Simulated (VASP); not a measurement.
Runs of VASP 6.6.1 on GaN. The structure is that of space group P6_3mc (No. 186), or close to it. The cells are those of the table. 

| task | cell | cutoff (eV) | gap on the mesh (eV) | pressure (GPa) |
| --- | --- | --- | --- | --- |
| relaxation of shape and atoms at fixed volume | relaxed from a = 3.175, b = 3.175, c = 5.172 Å, angles 90.0, 90.0, 120.0°, 4 atoms | 600 | 1.99 | 7.6 |
| single point | a = 3.197, b = 3.197, c = 5.208 Å, angles 90.0, 90.0, 120.0°, 4 atoms | 520 | (b) | 3.7 |
| single point | a = 3.218, b = 3.218, c = 5.243 Å, angles 90.0, 90.0, 120.0°, 4 atoms | 520 | (a) | 0.1 |
| single point | a = 3.240, b = 3.240, c = 5.278 Å, angles 90.0, 90.0, 120.0°, 4 atoms | 520 | 1.58 | -3.1 |

Alike in all rows: level PBE; potentials or basis VASP PAW PBE potentials, release 64 (Ga_d, N); no spin polarisation; k mesh 12 × 12 × 8; smearing gaussian 0.05 eV.

Question: Estimate the missing entries.

Answer: (a) 1.72; (b) 1.85.

Caveats: the relaxation stopped at its first step, so nothing moved (some runs).

A k mesh can miss the band edges, and the runs leave out spin-orbit coupling on Ga.
